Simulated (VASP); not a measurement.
# SnSe2 (P-3m1) in VASP: further runs, part 2 of 2

VASP 6.6.1.

### Step 3. Single point, PBE

This run uses another cell than the first one, of 27.10 Å³/atom, 1.026 times its volume.

INCAR

```
SYSTEM = SnSe2
PREC = Accurate
ENCUT = 520
EDIFF = 1E-6
ISMEAR = 1
SIGMA = 0.1
LREAL = .False.
LASPH = .True.
NELM = 80
ALGO = Normal
ISIF = 2
LWAVE = .False.
LCHARG = .False.
GGA = PE
NBANDS = 20
```

KPOINTS

```
Automatic mesh
0
Gamma
  6 6 4
  0 0 0
```

POSCAR

```
SnSe2
1.0
    3.8775811135      0.0000000000      0.0000000000
   -1.9387905567      3.3580808865      0.0000000000
    0.0000000000      0.0000000000      6.2432006593
Sn Se
1 2
Direct
    0.0000000000      0.0000000000      0.0000000000
    0.3333333333      0.6666666667      0.2490000000
    0.6666666667      0.3333333333      0.7510000000
```

Potentials or basis: VASP PAW PBE potentials, release 64 (Sn_d, Se).

Started as:

```sh
$ cat potpaw_PBE.64/Sn_d/POTCAR potpaw_PBE.64/Se/POTCAR > POTCAR
$ mpirun -np 1 vasp_std > vasp.out
```

OUTCAR:

```text
SYSTEM = SnSe2
   PREC = Accurate
   ENCUT = 520
   EDIFF = 1E-6
   ISMEAR = 1
   LREAL = .False.
   LASPH = .True.
   NELM = 80
   ISIF = 2
   GGA = PE

 ion  position               nearest neighbor table
   1  0.000  0.000  0.000-   2 2.73   3 2.73   3 2.73   2 2.73   3 2.73   2 2.73
   2  0.333  0.667  0.249-   1 2.73   1 2.73   1 2.73
   3  0.667  0.333  0.751-   1 2.73   1 2.73   1 2.73

  LATTYP: Found a hexagonal cell.
 ALAT       =     3.8775811135
 C/A-ratio  =     1.6100760955

  Lattice vectors:
[... 741 lines left out ...]

  FORCE on cell =-STRESS in cart. coord.  units (eV):
  Direction    XX          YY          ZZ          XY          YZ          ZX
  --------------------------------------------------------------------------------------
  -------------------------------------------------------------------------------------
  Total        0.6973660      0.6973648      1.3708072      0.0000000     -0.0000000     -0.0000000
  in kB       13.7439640     13.7439406     27.0164096      0.0000000     -0.0000000     -0.0000000
  external PRESSURE =      18.1681048 kB  Pullay stress =       0.0000000 kB

 VOLUME and BASIS-vectors are now :
 -----------------------------------------------------------------------------
  energy-cutoff  :      520.00
  volume of cell :       81.29
      direct lattice vectors                 reciprocal lattice vectors
     3.877581113  0.000000000  0.000000000     0.257892735  0.148894567  0.000000000
    -1.938790557  3.358080886  0.000000000     0.000000000  0.297789134  0.000000000
     0.000000000  0.000000000  6.243200659     0.000000000  0.000000000  0.160174253

 POSITION                                       TOTAL-FORCE (eV/Angst)
 -----------------------------------------------------------------------------------
      0.00000      0.00000      0.00000        -0.000000      0.000000      0.000000
     -0.00000      2.23872      1.55456        -0.000000      0.000000      0.302042
      1.93879      1.11936      4.68864         0.000000      0.000000     -0.302042
 -----------------------------------------------------------------------------------
    total drift:                               -0.000000     -0.000000      0.000000

  FREE ENERGIE OF THE ION-ELECTRON SYSTEM (eV)
  ---------------------------------------------------
  free  energy   TOTEN  =       -11.8308605966 eV

  energy  without entropy=      -11.8322234248  energy(sigma->0) =      -11.83131487
```

OSZICAR:

```text
N       E                     dE             d eps       ncg     rms          rms(c)
DAV:   1     0.200543476441E+03    0.20054E+03   -0.12173E+04   968   0.149E+03
DAV:   2     0.116069075639E+02   -0.18894E+03   -0.18144E+03   992   0.365E+02
DAV:   3    -0.113557726005E+02   -0.22963E+02   -0.22406E+02  1192   0.115E+02
DAV:   4    -0.120846254875E+02   -0.72885E+00   -0.72796E+00  1140   0.214E+01
DAV:   5    -0.121032754953E+02   -0.18650E-01   -0.18649E-01  1320   0.360E+00    0.484E+00
DAV:   6    -0.118459418553E+02    0.25733E+00   -0.53713E-01  1472   0.743E+00    0.312E+00
DAV:   7    -0.118301165851E+02    0.15825E-01   -0.15342E-01  1128   0.239E+00    0.103E+00
DAV:   8    -0.118302591093E+02   -0.14252E-03   -0.12043E-02  1196   0.104E+00    0.268E-01
DAV:   9    -0.118308123108E+02   -0.55320E-03   -0.15439E-03  1108   0.306E-01    0.837E-02
DAV:  10    -0.118308272345E+02   -0.14924E-04   -0.12427E-04  1284   0.754E-02    0.329E-02
DAV:  11    -0.118308602764E+02   -0.33042E-04   -0.44867E-05  1076   0.377E-02    0.888E-03
DAV:  12    -0.118308605966E+02   -0.32024E-06   -0.27380E-06  1096   0.112E-02
   1 F= -.11830861E+02 E0= -.11831315E+02  d E =0.136283E-02
```

Run time: 49 s. Hardware: 1 thread of Intel Xeon 8259CL, shared host; peak memory 0.21 GiB.

What came out:

```yaml
Free_energy: -11.8309 eV
Pressure: 1.8 GPa
Largest_force: 0.302 eV/Å
Band_gap_on_the_k_mesh: 0.77 eV, indirect (least direct gap 0.88 eV)
```

Forces in eV/Å, atoms in the order of the input:
```
Sn   0.000  0.000  0.000
Se   0.000  0.000  0.302
Se   0.000  0.000 -0.302
```

Levels at points of the mesh, in eV from the valence-band top:
```csv
k point,band 9,band 10,band 11,band 12,band 13,band 14,band 15,band 16,band 17,band 18
"(0.00, 0.00, 0.00)",-0.62,-0.62,-0.34,-0.34,0.00,0.88,2.93,4.56,4.56,8.09
"(0.50, 0.00, 0.00)",-4.18,-2.69,-2.47,-1.07,-0.26,1.11,3.76,5.38,5.52,7.00
"(0.00, 0.00, 0.50)",-1.84,-0.71,-0.71,-0.20,-0.20,2.22,2.86,4.31,4.31,8.08
"(0.50, 0.00, 0.50)",-4.59,-2.32,-1.87,-0.74,-0.62,0.81,4.24,4.86,5.93,6.13
```

Caveat: spin-orbit coupling is left out, which moves the levels of the heavy elements; this functional lacks dispersion, which binds the layers, so the pressure and a relaxed spacing across them are unreliable. A k mesh can miss the band edges.

### Step 4. Single point, PBE

This run uses another cell than the first one, of 27.78 Å³/atom, 1.052 times its volume.

INCAR

```
SYSTEM = SnSe2
  ALGO = Normal
  EDIFF = 1E-6
  ENCUT = 520
  GGA = PE
  ISIF = 2
  ISMEAR = 1
  LASPH = .TRUE.
  LCHARG = .TRUE.
  LELF = .TRUE.
  LREAL = .FALSE.
  LVHAR = .TRUE.
  LWAVE = .FALSE.
  NBANDS = 20
  NELM = 60
  PREC = Accurate
  SIGMA = 0.1
```

KPOINTS

```
k-points
0
G
  6 6 4
  0 0 0
```

POSCAR

```
SnSe2
1.0
    3.9100309997      0.0000000000      0.0000000000
   -1.9550154998      3.3861832884      0.0000000000
    0.0000000000      0.0000000000      6.2954474453
Sn Se
1 2
Direct
    0.0000000000      0.0000000000      0.0000000000
    0.3333333333      0.6666666667      0.2490000000
    0.6666666667      0.3333333333      0.7510000000
```

Started as:

```sh
$ cat potpaw_PBE.64/Sn_d/POTCAR potpaw_PBE.64/Se/POTCAR > POTCAR
$ mpirun -np 1 vasp_std > vasp.out
```

Wall time 60 s (1 thread of Intel Xeon 8259CL, shared host); peak memory 0.21 GiB.

It converged, with:

```
Free energy            : -11.8442 eV
Pressure               : 0.3 GPa
Largest force          : 0.094 eV/Å
Band gap on the k mesh : 0.75 eV, indirect (least direct gap 0.80 eV)
```

Forces in eV/Å, atoms in the order of the input:
```
Sn   0.000  0.000  0.000
Se   0.000  0.000  0.094
Se   0.000  0.000 -0.094
```

Stress tensor (GPa, compression positive):
```
-0.18  0.00  0.00
 0.00 -0.18  0.00
 0.00  0.00  1.18
```

Levels at points of the mesh, in eV from the valence-band top:
```tsv
k point	band 11	band 12	band 13	band 14	band 15	band 16
(0.00, 0.00, 0.00)	-0.32	-0.32	0.00	0.80	2.92	4.51
(0.50, 0.00, 0.00)	-2.37	-1.01	-0.24	1.08	3.74	5.32
(0.00, 0.00, 0.50)	-0.67	-0.18	-0.18	2.12	2.82	4.28
(0.50, 0.00, 0.50)	-1.81	-0.70	-0.58	0.77	4.23	4.86
```

Caveat: spin-orbit coupling is left out, which moves the levels of the heavy elements; this functional lacks dispersion, which binds the layers, so the pressure and a relaxed spacing across them are unreliable.

### Step 5. The runs side by side

| cell | gap on the mesh (eV) | pressure (GPa) | largest force (eV/Å) |
| --- | --- | --- | --- |
| a = 3.845, b = 3.845, c = 6.190 Å, angles 90.0, 90.0, 120.0°, 3 atoms | 0.80 | 3.6 | 0.53 |
| a = 3.878, b = 3.878, c = 6.243 Å, angles 90.0, 90.0, 120.0°, 3 atoms | 0.77 | 1.8 | 0.30 |
| a = 3.910, b = 3.910, c = 6.295 Å, angles 90.0, 90.0, 120.0°, 3 atoms | 0.75 | 0.3 | 0.09 |

Alike in all rows: task single point; level PBE; potentials or basis VASP PAW PBE potentials, release 64 (Sn_d, Se); no spin polarisation; k mesh 6 × 6 × 4; cutoff (eV) 520; smearing methfessel-paxton 0.1 eV.

Caveats: spin-orbit coupling is left out, which moves the levels of the heavy elements; this functional lacks dispersion, which binds the layers, so the pressure and a relaxed spacing across them are unreliable.

Absolute energies hang on the potentials; compare differences alone.

### Step 6. Comparison with measurements

Step 4. A measured gap of SnSe2 is 1.207 eV (an exciton energy, a little under the gap; 300 K; “Temperature Dependent Excitonic Transition Energy and Enhanced Electron-Phonon Coupling in Layered Ternary SnS2-xSex Semiconductors with Fully Tunable Stoichiometry”, 2021, pmc:8069899); the calculated 0.75 eV misses it by -0.45 eV. Spin-orbit coupling on Se, Sn is left out. The value is that of PBE on a finite k mesh, which can miss the band edges, without temperature or zero-point motion. Semilocal functionals fall short of measured gaps as a rule.
